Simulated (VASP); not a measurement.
# Ag (Im-3m) in VASP: notebook

The runs below take Ag through single point, with PBE.

Program: VASP 6.6.1. These are calculated values, not measurements. Logs are shortened: lines on timing, memory, paths and dates and some standing lists are left out, and cuts for length are marked.

## (1) The cell of the first run

Symmetry: Im-3m, No. 229, cubic system. Conventional cell: a = 3.303 Å, b = 3.303 Å, c = 3.303 Å, α = 90.00°, β = 90.00°, γ = 90.00°. Ag (site symmetry m-3m) has 14 Ag at 2.86 to 3.30 Å within 3.8 Å.

## (2) Single point, PBE

Contents of INCAR:

```
SYSTEM = Ag
PREC = Accurate ; ENCUT = 520
EDIFF = 1E-7 ; ISMEAR = 0
SIGMA = 0.1 ; LREAL = .FALSE.
LASPH = .TRUE. ; NELM = 60
ALGO = Normal ; ISIF = 2
LWAVE = .FALSE. ; LCHARG = .FALSE.
GGA = PE ; NBANDS = 12
```

Contents of KPOINTS:

```
regular mesh
0
G
  18 18 18
  0 0 0
```

Contents of POSCAR:

```
Ag
1.0
   -1.6515992187      1.6515992187      1.6515992187
    1.6515992187     -1.6515992187      1.6515992187
    1.6515992187      1.6515992187     -1.6515992187
Ag
1
Direct
    0.0000000000      0.0000000000      0.0000000000
```

Potentials or basis: VASP PAW PBE potentials, release 64 (Ag).

Launch:

```bash
$ cat potpaw_PBE.64/Ag/POTCAR > POTCAR
$ mpirun -np 1 vasp_std > vasp.out
```

OUTCAR:

```text
SYSTEM = Ag
   PREC = Accurate
   ENCUT = 520
   EDIFF = 1E-7
   ISMEAR = 0
   LREAL = .FALSE.
   LASPH = .TRUE.
   NELM = 60
   ISIF = 2
   GGA = PE

 ion  position               nearest neighbor table
   1  0.000  0.000  0.000-

  LATTYP: Found a body centered cubic cell.
 ALAT       =     3.3031984374

  Lattice vectors:

 A1 = (  -1.6515992187,   1.6515992187,   1.6515992187)
 A2 = (   1.6515992187,  -1.6515992187,   1.6515992187)
 A3 = (   1.6515992187,   1.6515992187,  -1.6515992187)

Analysis of symmetry for initial positions (statically):
=====================================================================
 Subroutine PRICEL returns:
 Original cell was already a primitive cell.

 Routine SETGRP: Setting up the symmetry group for a
 body centered cubic supercell.

 Subroutine GETGRP returns: Found 48 space group operations
 (whereof 48 operations were pure point group operations)
 out of a pool of 48 trial point group operations.

The static configuration has the point symmetry O_h .

Analysis of symmetry for dynamics (positions and initial velocities):
=====================================================================
 Subroutine PRICEL returns:
 Original cell was already a primitive cell.

 Routine SETGRP: Setting up the symmetry group for a
 body centered cubic supercell.

 Subroutine GETGRP returns: Found 48 space group operations
 (whereof 48 operations were pure point group operations)
 out of a pool of 48 trial point group operations.

The dynamic configuration has the point symmetry O_h .

 Subroutine INISYM returns: Found 48 space group operations
 (whereof 48 operations are pure point group operations),
 and found     1 'primitive' translations

----------------------------------------------------------------------------------------

                                     Primitive cell

  volume of cell :      18.0208

  direct lattice vectors                    reciprocal lattice vectors
    -1.651599219  1.651599219  1.651599219     0.000000000  0.302736883  0.302736883
     1.651599219 -1.651599219  1.651599219     0.302736883  0.000000000  0.302736883
     1.651599219  1.651599219 -1.651599219     0.302736883  0.302736883  0.000000000

  length of vectors
     2.860653761  2.860653761  2.860653761     0.428134606  0.428134606  0.428134606

  position of ions in fractional coordinates (direct lattice)
     0.000000000  0.000000000  0.000000000

  ion indices of the primitive-cell ions
   primitive index   ion index
                 1           1

----------------------------------------------------------------------------------------

 KPOINTS: regular mesh

Automatic generation of k-mesh.
 Grid dimensions read from file:
 generate k-points for:   18   18   18

 Generating k-lattice:

  Cartesian coordinates                     Fractional coordinates (reciprocal lattice)
     0.000000000  0.016818716  0.016818716     0.055555556  0.000000000  0.000000000
     0.016818716  0.000000000  0.016818716     0.000000000  0.055555556  0.000000000
     0.016818716  0.016818716  0.000000000     0.000000000  0.000000000  0.055555556

  Length of vectors
     0.023785256  0.023785256  0.023785256

  Shift w.r.t. Gamma in fractional coordinates (k-lattice)
     0.000000000  0.000000000  0.000000000

 Subroutine IBZKPT returns following result:
 ===========================================

 Found    195 irreducible k-points:

 Following reciprocal coordinates:
            Coordinates               Weight
  0.000000  0.000000  0.000000      1.000000
  0.055556  0.000000  0.000000     12.000000
  0.111111  0.000000  0.000000     12.000000
  0.166667  0.000000  0.000000     12.000000
  0.222222  0.000000  0.000000     12.000000
  0.277778  0.000000  0.000000     12.000000
[... 16 lines left out ...]
  0.333333  0.111111  0.000000     48.000000
  0.388889  0.111111  0.000000     48.000000
 [... further k-points ...]
   k-points           NKPTS =    195   k-points in BZ     NKDIM =    195   number of bands    NBANDS=     12
   number of dos      NEDOS =    301   number of ions     NIONS =      1
   total plane-waves  NPLWV =  13824
   dimension x,y,z NGX =    24 NGY =   24 NGZ =   24
   dimension x,y,z NGXF=    48 NGYF=   48 NGZF=   48
   ions per type =               1
   NGX,Y,Z   is equivalent  to a cutoff of  13.95, 13.95, 13.95 a.u.
   NGXF,Y,Z  is equivalent  to a cutoff of  27.90, 27.90, 27.90 a.u.
 SYSTEM =  Ag
   PREC   = accura    normal or accurate (medium, high low for compatibility)
   ISTART =      0    job   : 0-new  1-cont  2-samecut
   ICHARG =      2    charge: 1-file 2-atom 10-const
   ISPIN  =      1    spin polarized calculation?
   LNONCOLLINEAR =      F non collinear calculations
   LSORBIT =      F    spin-orbit coupling
   LASPH  =      T    aspherical Exc in radial PAW
   ENCUT  =  520.0 eV  38.22 Ry    6.18 a.u.   5.32  5.32  5.32*2*pi/ulx,y,z
   NELM   =     60;   NELMIN=  2; NELMDL= -5     # of ELM steps
   EDIFF  = 0.1E-06   stopping-criterion for ELM
   LREAL  =      F    real-space projection
   EDIFFG = 0.1E-05   stopping-criterion for IOM
   NSW    =      0    number of steps for IOM
   IBRION =     -1    ionic relax: 0-MD 1-quasi-New 2-CG
   NFREE  =      0    steps in history (QN), initial steepest desc. (CG)
   ISIF   =      2    stress and relaxation
   ISYM   =      2    0-nonsym 1-usesym 2-fastsym
   POTIM  = 0.5000    time-step for ionic-motion
   TEBEG  =    0.0;   TEEND  =   0.0 temperature during run
   PSTRESS=    0.0 pullay stress
   NELECT =      11.0000    total number of electrons
   NUPDOWN=      -1.0000    fix difference up-down
   EMIN   =  10.00;   EMAX   =-10.00  energy-range for DOS
   EFERMI =   0.00;   METHOD = LEGACY
   ISMEAR =     0;   SIGMA  =   0.10  broadening in eV -4-tet -1-fermi 0-gaus
   EFERMI_NEDOS =   21; number of points for ismear=-14 and -15
   IALGO  =     38    algorithm
   IMIX   =      4    mixing-type and parameters
     AMIX     =   0.40;   BMIX     =  1.00
     AMIX_MAG =   1.60;   BMIX_MAG =  1.00
  volume/ion in A,a.u.               =      18.02       121.61
  Fermi-wavevector in a.u.,A,eV,Ry     =   1.388719  2.624298 26.239388  1.928541
  Thomas-Fermi vector in A             =   2.512818
   LORBIT       =      0    0 simple, 1 ext, 2 COOP (PROOUT), +10 PAW based schemes
   GGA     = PE    functional components
   LHFCALC =     F    Hartree Fock is set to
   AEXX    =    0.0000 exact exchange contribution
   IVDW    =     0    specifies the selected vdW correction
   LEPSILON=     F    determine dielectric tensor
   LRPA    =     F    only Hartree local field effects (RPA)
 non-spin polarized calculation
 Gauss-broadening in eV      SIGMA  =   0.10
  energy-cutoff  :      520.00
  volume of cell :       18.02
 maximum number of plane-waves:       498
 NGX is ok and might be reduce to    24
   NGX = 11   NGY = 11   NGZ = 11

 number of electron      11.0000003 magnetization

 Free energy of the ion-electron system (eV)
  ---------------------------------------------------
  ext. energy  EPLUGINS =         0.00000000
  ---------------------------------------------------
  free energy    TOTEN  =        -2.68238012 eV

  energy without entropy =       -2.68005923  energy(sigma->0) =       -2.68121967

 E-fermi :   7.7154     XC(G=0): -11.8808

 val. band max:        7.7040415276   @ k =  -0.3889   0.4444   0.1111
 cond. band min:       7.7533181780   @ k =   0.5000   0.0000   0.0000
 fundamental gap:      0.0492766504
 Fermi energy:         7.7153920288

 k-point     1 :       0.0000    0.0000    0.0000
  band No.  band energies     occupation
      1       0.3229      2.00000
      2       2.9691      2.00000
      3       2.9691      2.00000
      4       2.9691      2.00000
      5       4.1864      2.00000
      6       4.1864      2.00000
      7      25.4662      0.00000
      8      25.4662      0.00000
      9      25.4662      0.00000
     10      30.9418      0.00000
     11      30.9418      0.00000
     12      30.9418      0.00000

 k-point     2 :       0.0556    0.0000    0.0000
  band No.  band energies     occupation
      1       0.4208      2.00000
      2       2.9461      2.00000
      3       2.9730      2.00000
      4       3.0228      2.00000
      5       4.1611      2.00000
      6       4.1879      2.00000
      7      25.1908      0.00000
      8      25.4309      0.00000
      9      25.5246      0.00000
     10      29.7084      0.00000
     11      29.7913      0.00000
     12      30.2913      0.00000

 k-point     3 :       0.1111    0.0000    0.0000
  band No.  band energies     occupation
      1       0.7043      2.00000
      2       2.8805      2.00000
      3       2.9869      2.00000
      4       3.1804      2.00000
      5       4.0989      2.00000
      6       4.1931      2.00000
      7      24.2226      0.00000
      8      25.1845      0.00000
      9      25.6889      0.00000
     10      28.5447      0.00000
     11      28.8268      0.00000
     12      28.9478      0.00000

 k-point     4 :       0.1667    0.0000    0.0000
  band No.  band energies     occupation
      1       1.1294      2.00000
      2       2.7818      2.00000
      3       3.0340      2.00000
      4       3.4304      2.00000
      5       4.0337      2.00000
      6       4.2026      2.00000
      7      22.5104      0.00000
      8      24.5204      0.00000
      9      25.9295      0.00000
     10      27.4384      0.00000
     11      27.8881      0.00000
     12      28.7531      0.00000

 k-point     5 :       0.2222    0.0000    0.0000
  band No.  band energies     occupation
      1       1.5657      2.00000
      2       2.6632      2.00000
      3       3.2262      2.00000
      4       3.7527      2.00000
      5       3.9996      2.00000
      6       4.2169      2.00000
      7      20.4039      0.00000
      8      23.6016      0.00000
      9      25.9476      0.00000
     10      26.2056      0.00000
     11      27.6658      0.00000
     12      29.3522      0.00000
[... 228 lines left out ...]
      1       1.9945      2.00000
      2       2.5955      2.00000
      3       3.2407      2.00000
      4       3.9463      2.00000
      5       4.2682      2.00000
      6       4.7849      2.00000
      7      18.3836      0.00000
      8      21.0227      0.00000
      9      23.4539      0.00000
     10      26.7290      0.00000
     11      29.8327      0.00000
     12      30.1234      0.00000

 k-point    22 :       0.2778    0.1111    0.0000
  band No.  band energies     occupation
      1       1.9730      2.00000
      2       2.4816      2.00000
      3       3.6771      2.00000
      4       4.0068      2.00000
      5       4.3467      2.00000
      6       5.6052      2.00000
      7      16.2283      0.00000
      8      20.3156      0.00000
      9      22.5724      0.00000
     10      26.9825      0.00000
     11      30.0579      0.00000
     12      30.5404      0.00000

 k-point    23 :       0.3333    0.1111    0.0000
  band No.  band energies     occupation
      1       1.8841      2.00000
      2       2.3945      2.00000
      3       3.9328      2.00000
      4       4.1008      2.00000
      5       4.5053      2.00000
      6       6.6730      2.00000
      7      14.2145      0.00000
      8      19.7541      0.00000
      9      21.8953      0.00000
     10      27.1908      0.00000
     11      30.0386      0.00000
     12      31.0334      0.00000

 k-point    24 :       0.3889    0.1111    0.0000
  band No.  band energies     occupation
      1       1.8093      2.00000
      2       2.3403      2.00000
      3       4.0365      2.00000
      4       4.1317      2.00000
      5       4.7050      2.00000
      6       7.8508      0.05556
      7      12.4817      0.00000
      8      19.3876      0.00000
      9      21.4707      0.00000
     10      27.3305      0.00000
     11      30.0657      0.00000
     12      31.1899      0.00000

 [... further k-points ...]
[... 5 lines left out ...]
  --------------------------------------------------------------------------------------
  -------------------------------------------------------------------------------------
  Total       -0.0121639     -0.0121639     -0.0121639      0.0000000      0.0000000      0.0000000
  in kB       -1.0814535     -1.0814535     -1.0814535      0.0000000      0.0000000      0.0000000
  external PRESSURE =      -1.0814535 kB  Pullay stress =       0.0000000 kB

 VOLUME and BASIS-vectors are now :
 -----------------------------------------------------------------------------
  energy-cutoff  :      520.00
  volume of cell :       18.02
      direct lattice vectors                 reciprocal lattice vectors
    -1.651599219  1.651599219  1.651599219     0.000000000  0.302736883  0.302736883
     1.651599219 -1.651599219  1.651599219     0.302736883  0.000000000  0.302736883
     1.651599219  1.651599219 -1.651599219     0.302736883  0.302736883  0.000000000

 POSITION                                       TOTAL-FORCE (eV/Angst)
 -----------------------------------------------------------------------------------
      0.00000      0.00000      0.00000         0.000000      0.000000     -0.000000
 -----------------------------------------------------------------------------------
    total drift:                               -0.000000      0.000000      0.000000

  FREE ENERGIE OF THE ION-ELECTRON SYSTEM (eV)
  ---------------------------------------------------
  free  energy   TOTEN  =        -2.6823801202 eV

  energy  without entropy=       -2.6800592256  energy(sigma->0) =       -2.68121967
```

Wall time 31 s (1 thread of AMD EPYC 9R45 (Zen 5), shared host); peak memory 0.14 GiB.

What came out:

```
Free energy : -2.6824 eV
Pressure    : -0.1 GPa
```

## (3) Single point, PBE (volume scaled by 0.98)

Contents of INCAR:

```
PREC = Accurate
ENCUT = 520
EDIFF = 1E-6
ISMEAR = -1
SIGMA = 0.15
LREAL = False
LASPH = True
NELM = 100
ALGO = Fast
ISIF = 2
LWAVE = False
LCHARG = False
GGA = PE
NBANDS = 12
```

Contents of KPOINTS:

```
Automatic mesh
0
Gamma
  20 20 20
```

Contents of POSCAR:

```
Ag
1.0
   -1.6396582162      1.6396582162      1.6396582162
    1.6396582162     -1.6396582162      1.6396582162
    1.6396582162      1.6396582162     -1.6396582162
Ag
1
Direct
    0.0000000000      0.0000000000      0.0000000000
```

Potentials or basis: VASP PAW PBE potentials, release 64 (Ag).

Launch:

```bash
$ cat potpaw_PBE.64/Ag/POTCAR > POTCAR
$ mpirun -np 1 vasp_std > vasp.out
```

It took 43 s on 1 thread of AMD EPYC 9R45 (Zen 5), shared host; peak memory 0.15 GiB.

The run converged. Its results:

```
Free energy : -2.6942 eV
Pressure    : 1.8 GPa
```

Levels at points of the mesh, in eV from the Fermi level:
| k point | band 4 | band 5 | band 6 | band 7 | band 8 | band 9 |
| --- | --- | --- | --- | --- | --- | --- |
| (0.00, 0.00, 0.00) | -4.83 | -3.57 | -3.57 | 17.83 | 17.83 | 17.83 |
| (0.50, 0.00, 0.00) | -3.46 | -2.62 | -0.02 | 3.94 | 13.20 | 14.18 |
| (0.50, 0.50, 0.50) | -2.85 | -2.85 | 6.79 | 6.79 | 6.79 | 12.35 |

(Part 1 of 2 ends here.)
